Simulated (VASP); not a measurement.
# Ta3Br (P4/mmm) in VASP: single point with PBE

Aim: the single point of Ta3Br with PBE.

Program: VASP 6.6.1. These are calculated values, not measurements. Logs are shortened: lines on timing, memory, paths and dates and some standing lists are left out, and cuts for length are marked.

### 1 The cell of the first run

It takes space group P4/mmm (No. 123, tetragonal). The conventional cell has a = 4.751 Å, b = 4.751 Å, c = 3.292 Å, α = 90.00°, β = 90.00°, γ = 90.00°. Within 3.8 Å of Ta (site symmetry mmm) lie 10 Ta at 2.89 to 3.36 Å and 4 Br at 2.89 Å. Within 3.8 Å of Ta (site symmetry 4/mmm) lie 10 Ta at 2.89 to 3.29 Å and 4 Br at 3.36 Å. Br (site symmetry 4/mmm) has 12 Ta at 2.89 to 3.36 Å and 2 Br at 3.29 Å within 3.8 Å.

### 2 Single point, PBE

The input, INCAR:

```
PREC = Accurate ; ENCUT = 500
EDIFF = 1E-6 ; ISMEAR = 0
SIGMA = 0.1 ; LREAL = False
LASPH = True ; NELM = 120
ALGO = Normal ; ISIF = 2
LWAVE = False ; LCHARG = True
GGA = PE ; LELF = True
LVHAR = True ; NBANDS = 28
GGA_COMPAT = False
```

The input, KPOINTS:

```
regular mesh
0
Gamma
  12 12 12
```

The input, POSCAR:

```
Ta3Br
1.0
    4.7513839305      0.0000000000      0.0000000000
    0.0000000000      4.7513839305      0.0000000000
    0.0000000000      0.0000000000      3.2924710855
Ta Br
3 1
Direct
    0.0000000000      0.5000000000      0.5000000000
    0.5000000000      0.0000000000      0.5000000000
    0.5000000000      0.5000000000      0.0000000000
    0.0000000000      0.0000000000      0.0000000000
```

Potentials or basis: VASP PAW PBE potentials, release 64 (Ta_pv, Br).

On the command line:

```bash
$ cat potpaw_PBE.64/Ta_pv/POTCAR potpaw_PBE.64/Br/POTCAR > POTCAR
$ mpirun -np 1 vasp_std > vasp.out
```

OUTCAR:

```text
PREC = Accurate
   ENCUT = 500
   EDIFF = 1E-6
   ISMEAR = 0
   LREAL = False
   LASPH = True
   NELM = 120
   ISIF = 2
   GGA = PE

 ion  position               nearest neighbor table
   1  0.000  0.500  0.500-   3 2.89   4 2.89   3 2.89   4 2.89   4 2.89   4 2.89   3 2.89   3 2.89
                             2 3.36   2 3.36   2 3.36   2 3.36
   2  0.500  0.000  0.500-   3 2.89   4 2.89   3 2.89   4 2.89   3 2.89   3 2.89   4 2.89   4 2.89
                             1 3.36   1 3.36   1 3.36   1 3.36
   3  0.500  0.500  0.000-   1 2.89   2 2.89   1 2.89   2 2.89   2 2.89   2 2.89   1 2.89   1 2.89

   4  0.000  0.000  0.000-   1 2.89   2 2.89   1 2.89   2 2.89   1 2.89   1 2.89   2 2.89   2 2.89

  LATTYP: Found a simple tetragonal cell.
 ALAT       =     4.7513839305
 C/A-ratio  =     0.6929499139

  Lattice vectors:

 A1 = (   4.7513839305,   0.0000000000,   0.0000000000)
 A2 = (   0.0000000000,   4.7513839305,   0.0000000000)
 A3 = (   0.0000000000,   0.0000000000,   3.2924710855)

Analysis of symmetry for initial positions (statically):
=====================================================================
 Subroutine PRICEL returns:
 Original cell was already a primitive cell.

 Routine SETGRP: Setting up the symmetry group for a
 simple tetragonal supercell.

 Subroutine GETGRP returns: Found 16 space group operations
 (whereof 16 operations were pure point group operations)
 out of a pool of 16 trial point group operations.

The static configuration has the point symmetry D_4h.

Analysis of symmetry for dynamics (positions and initial velocities):
=====================================================================
 Subroutine PRICEL returns:
 Original cell was already a primitive cell.

 Routine SETGRP: Setting up the symmetry group for a
 simple tetragonal supercell.

 Subroutine GETGRP returns: Found 16 space group operations
 (whereof 16 operations were pure point group operations)
 out of a pool of 16 trial point group operations.

The dynamic configuration has the point symmetry D_4h.

 Subroutine INISYM returns: Found 16 space group operations
 (whereof 16 operations are pure point group operations),
 and found     1 'primitive' translations

----------------------------------------------------------------------------------------

                                     Primitive cell

  volume of cell :      74.3297

  direct lattice vectors                    reciprocal lattice vectors
     4.751383931  0.000000000  0.000000000     0.210464996  0.000000000  0.000000000
     0.000000000  4.751383931  0.000000000     0.000000000  0.210464996  0.000000000
     0.000000000  0.000000000  3.292471085     0.000000000  0.000000000  0.303723244

  length of vectors
     4.751383931  4.751383931  3.292471085     0.210464996  0.210464996  0.303723244

  position of ions in fractional coordinates (direct lattice)
     0.000000000  0.500000000  0.500000000
     0.500000000  0.000000000  0.500000000
     0.500000000  0.500000000  0.000000000
     0.000000000  0.000000000  0.000000000

  ion indices of the primitive-cell ions
   primitive index   ion index
                 1           1
                 2           2
                 3           3
                 4           4

----------------------------------------------------------------------------------------

 KPOINTS: regular mesh

Automatic generation of k-mesh.
 Grid dimensions read from file:
 generate k-points for:   12   12   12

 Generating k-lattice:

  Cartesian coordinates                     Fractional coordinates (reciprocal lattice)
     0.017538750  0.000000000  0.000000000     0.083333333  0.000000000  0.000000000
     0.000000000  0.017538750  0.000000000     0.000000000  0.083333333  0.000000000
     0.000000000  0.000000000  0.025310270     0.000000000  0.000000000  0.083333333

  Length of vectors
     0.017538750  0.017538750  0.025310270

  Shift w.r.t. Gamma in fractional coordinates (k-lattice)
     0.000000000  0.000000000  0.000000000

 Subroutine IBZKPT returns following result:
 ===========================================

 Found    196 irreducible k-points:

 Following reciprocal coordinates:
            Coordinates               Weight
  0.000000  0.000000  0.000000      1.000000
  0.083333  0.000000  0.000000      4.000000
  0.166667  0.000000  0.000000      4.000000
  0.250000  0.000000  0.000000      4.000000
  0.333333  0.000000  0.000000      4.000000
  0.416667  0.000000  0.000000      4.000000
[... 16 lines left out ...]
  0.333333  0.333333  0.000000      4.000000
  0.416667  0.333333  0.000000      8.000000
 [... further k-points ...]
   k-points           NKPTS =    196   k-points in BZ     NKDIM =    196   number of bands    NBANDS=     28
   number of dos      NEDOS =    301   number of ions     NIONS =      4
   total plane-waves  NPLWV =  31104
   dimension x,y,z NGX =    36 NGY =   36 NGZ =   24
   dimension x,y,z NGXF=    72 NGYF=   72 NGZF=   48
   ions per type =               3   1
   NGX,Y,Z   is equivalent  to a cutoff of  12.60, 12.60, 12.12 a.u.
   NGXF,Y,Z  is equivalent  to a cutoff of  25.19, 25.19, 24.24 a.u.
 SYSTEM =  unknown system
   PREC   = accura    normal or accurate (medium, high low for compatibility)
   ISTART =      0    job   : 0-new  1-cont  2-samecut
   ICHARG =      2    charge: 1-file 2-atom 10-const
   ISPIN  =      1    spin polarized calculation?
   LNONCOLLINEAR =      F non collinear calculations
   LSORBIT =      F    spin-orbit coupling
   LASPH  =      T    aspherical Exc in radial PAW
   ENCUT  =  500.0 eV  36.75 Ry    6.06 a.u.   8.66  8.66  6.00*2*pi/ulx,y,z
   NELM   =    120;   NELMIN=  2; NELMDL= -5     # of ELM steps
   EDIFF  = 0.1E-05   stopping-criterion for ELM
   LREAL  =      F    real-space projection
   EDIFFG = 0.1E-04   stopping-criterion for IOM
   NSW    =      0    number of steps for IOM
   IBRION =     -1    ionic relax: 0-MD 1-quasi-New 2-CG
   NFREE  =      0    steps in history (QN), initial steepest desc. (CG)
   ISIF   =      2    stress and relaxation
   ISYM   =      2    0-nonsym 1-usesym 2-fastsym
   POTIM  = 0.5000    time-step for ionic-motion
   TEBEG  =    0.0;   TEEND  =   0.0 temperature during run
   PSTRESS=    0.0 pullay stress
   NELECT =      40.0000    total number of electrons
   NUPDOWN=      -1.0000    fix difference up-down
   EMIN   =  10.00;   EMAX   =-10.00  energy-range for DOS
   EFERMI =   0.00;   METHOD = LEGACY
   ISMEAR =     0;   SIGMA  =   0.10  broadening in eV -4-tet -1-fermi 0-gaus
   EFERMI_NEDOS =   21; number of points for ismear=-14 and -15
   IALGO  =     38    algorithm
   IMIX   =      4    mixing-type and parameters
     AMIX     =   0.40;   BMIX     =  1.00
     AMIX_MAG =   1.60;   BMIX_MAG =  1.00
  volume/ion in A,a.u.               =      18.58       125.40
  Fermi-wavevector in a.u.,A,eV,Ry     =   1.331601  2.516361 24.125320  1.773161
  Thomas-Fermi vector in A             =   2.460600
   LORBIT       =      0    0 simple, 1 ext, 2 COOP (PROOUT), +10 PAW based schemes
   GGA     = PE    functional components
   LHFCALC =     F    Hartree Fock is set to
   AEXX    =    0.0000 exact exchange contribution
   IVDW    =     0    specifies the selected vdW correction
   LEPSILON=     F    determine dielectric tensor
   LRPA    =     F    only Hartree local field effects (RPA)
 non-spin polarized calculation
 Gauss-broadening in eV      SIGMA  =   0.10
  energy-cutoff  :      500.00
  volume of cell :       74.33
 maximum number of plane-waves:      1916
 NGX is ok and might be reduce to    36
   NGX = 17   NGY = 17   NGZ = 13

 number of electron      39.9999994 magnetization

 Free energy of the ion-electron system (eV)
  ---------------------------------------------------
  ext. energy  EPLUGINS =         0.00000000
  ---------------------------------------------------
  free energy    TOTEN  =       -34.37640431 eV

  energy without entropy =      -34.35088229  energy(sigma->0) =      -34.36364330

 E-fermi :   6.5718     XC(G=0): -12.1211

 val. band max:        6.5715514186   @ k =   0.2500   0.2500   0.2500
 cond. band min:       6.5719113195   @ k =   0.5000   0.2500   0.0000
 fundamental gap:      0.0003599009
 Fermi energy:         6.5717920776

 k-point     1 :       0.0000    0.0000    0.0000
  band No.  band energies     occupation
      1     -28.2220      2.00000
      2     -28.2220      2.00000
      3     -27.9818      2.00000
      4     -27.9818      2.00000
      5     -27.9370      2.00000
      6     -27.8295      2.00000
[... 20 lines left out ...]
     27      10.4499      0.00000
     28      10.4501      0.00000

 k-point     2 :       0.0833    0.0000    0.0000
  band No.  band energies     occupation
      1     -28.2187      2.00000
      2     -28.2169      2.00000
      3     -27.9852      2.00000
      4     -27.9739      2.00000
      5     -27.9343      2.00000
      6     -27.8300      2.00000
[... 20 lines left out ...]
     27      10.2466      0.00000
     28      10.2764      0.00000

 k-point     3 :       0.1667    0.0000    0.0000
  band No.  band energies     occupation
      1     -28.2093      2.00000
      2     -28.2043      2.00000
      3     -27.9949      2.00000
      4     -27.9484      2.00000
      5     -27.9264      2.00000
      6     -27.8318      2.00000
[... 20 lines left out ...]
     27       9.9384      0.00000
     28      10.2490      0.00000

 k-point     4 :       0.2500    0.0000    0.0000
  band No.  band energies     occupation
      1     -28.1947      2.00000
      2     -28.1901      2.00000
      3     -28.0098      2.00000
      4     -27.9149      2.00000
      5     -27.9028      2.00000
      6     -27.8348      2.00000
[... 20 lines left out ...]
     27       9.7323      0.00000
     28      10.2132      0.00000

 k-point     5 :       0.3333    0.0000    0.0000
  band No.  band energies     occupation
      1     -28.1792      2.00000
      2     -28.1774      2.00000
      3     -28.0275      2.00000
      4     -27.9019      2.00000
      5     -27.8391      2.00000
      6     -27.8390      2.00000
[... 20 lines left out ...]
     27       9.8537      0.00000
     28      10.1391      0.00000

 k-point     6 :       0.4167    0.0000    0.0000
  band No.  band energies     occupation
      1     -28.1731      2.00000
      2     -28.1614      2.00000
      3     -28.0437      2.00000
      4     -27.8906      2.00000
      5     -27.8438      2.00000
      6     -27.7708      2.00000
[... 463 lines left out ...]
      5     -27.8438      2.00000
      6     -27.7602      2.00000
[... 20 lines left out ...]
     27       9.5185      0.00000
     28       9.7530      0.00000

 k-point    22 :       0.5000    0.2500    0.0000
  band No.  band energies     occupation
      1     -28.2351      2.00000
      2     -28.0888      2.00000
      3     -27.9484      2.00000
      4     -27.8663      2.00000
      5     -27.8460      2.00000
      6     -27.7238      2.00000
[... 20 lines left out ...]
     27       9.6463      0.00000
     28       9.7667      0.00000

 k-point    23 :       0.3333    0.3333    0.0000
  band No.  band energies     occupation
      1     -28.2417      2.00000
      2     -28.0876      2.00000
      3     -27.9066      2.00000
      4     -27.8705      2.00000
      5     -27.8417      2.00000
      6     -27.7980      2.00000
[... 20 lines left out ...]
     27       9.1975      0.00000
     28       9.6139      0.00000

 k-point    24 :       0.4167    0.3333    0.0000
  band No.  band energies     occupation
      1     -28.2487      2.00000
      2     -28.0759      2.00000
      3     -27.8915      2.00000
      4     -27.8609      2.00000
      5     -27.8440      2.00000
      6     -27.7404      2.00000
[... 20 lines left out ...]
     27       9.4859      0.00000
     28       9.5819      0.00000

 [... further k-points ...]

------------------------ aborting loop because EDIFF is reached ----------------------------------------

  FORCE on cell =-STRESS in cart. coord.  units (eV):
  Direction    XX          YY          ZZ          XY          YZ          ZX
  --------------------------------------------------------------------------------------
  -------------------------------------------------------------------------------------
  Total        0.0194002      0.0194002      0.0512455      0.0000000     -0.0000000      0.0000000
  in kB        0.4181706      0.4181706      1.1045985      0.0000000     -0.0000000      0.0000000
  external PRESSURE =       0.6469799 kB  Pullay stress =       0.0000000 kB

 VOLUME and BASIS-vectors are now :
 -----------------------------------------------------------------------------
  energy-cutoff  :      500.00
  volume of cell :       74.33
      direct lattice vectors                 reciprocal lattice vectors
     4.751383931  0.000000000  0.000000000     0.210464996  0.000000000  0.000000000
     0.000000000  4.751383931  0.000000000     0.000000000  0.210464996  0.000000000
     0.000000000  0.000000000  3.292471085     0.000000000  0.000000000  0.303723244

 POSITION                                       TOTAL-FORCE (eV/Angst)
 -----------------------------------------------------------------------------------
      0.00000      2.37569      1.64624         0.000000      0.000000      0.000000
      2.37569      0.00000      1.64624         0.000000      0.000000      0.000000
      2.37569      2.37569      0.00000         0.000000      0.000000      0.000000
      0.00000      0.00000      0.00000         0.000000      0.000000      0.000000
 -----------------------------------------------------------------------------------
    total drift:                                0.000000      0.000000      0.000000

  FREE ENERGIE OF THE ION-ELECTRON SYSTEM (eV)
  ---------------------------------------------------
  free  energy   TOTEN  =       -34.3764043081 eV

  energy  without entropy=      -34.3508822923  energy(sigma->0) =      -34.36364330
```

Wall time 6.8 min (1 thread of Oxide Virtual Turin-like, shared host); peak memory 0.39 GiB.

Results:

- Free energy: -34.3764 eV
- Pressure: 0.1 GPa
- Band gap on the k mesh: zero (bands 20 and 21 overlap by 1.68 eV)

Caveat: spin-orbit coupling is left out, which moves the levels of the heavy elements.
